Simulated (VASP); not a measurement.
A run of VASP 6.6.1 is set up as follows.

The input POSCAR:

```
I
1.0
   -1.6174560000      1.6174560000      4.2648080000
    1.6174560000     -1.6174560000      4.2648080000
    1.6174560000      1.6174560000     -4.2648080000
I
1
Direct
    0.0000000000      0.0000000000      0.0000000000
```

INCAR.step1

```
PREC = Accurate
ENCUT = 520
ISMEAR = 1
SIGMA = 0.05
LREAL = False
LASPH = True
NELM = 80
NBANDS = 10
GGA = PE
ALGO = Normal
EDIFF = 1E-4
LWAVE = True
LCHARG = False
```

Contents of INCAR.step2:

```
PREC = Accurate
ENCUT = 520
EDIFF = 1E-6
ISMEAR = 1
SIGMA = 0.05
LREAL = False
LASPH = True
NELM = 80
ALGO = Normal
ISIF = 2
LWAVE = False
LCHARG = False
METAGGA = R2SCAN
LMIXTAU = True
NBANDS = 10
ISTART = 1
```

The input KPOINTS:

```
regular mesh
0
Gamma
  10 10 10
```

Potentials or basis: VASP PAW PBE potentials, release 64 (I).

Run with:

```bash
$ cat potpaw_PBE.64/I/POTCAR > POTCAR
$ cp INCAR.step1 INCAR
$ mpirun -np 1 vasp_std > vasp.out
$ cp INCAR.step2 INCAR
$ mpirun -np 1 vasp_std > vasp.out
```

(1) Predict the pressure.

Answers

(1) -0.4 GPa.

Caveat: the PAW data sets were made with another functional, which shifts forces and pressure a little; an odd number of electrons without spin polarisation forces a metal; a magnetic or distorted state may lie lower.
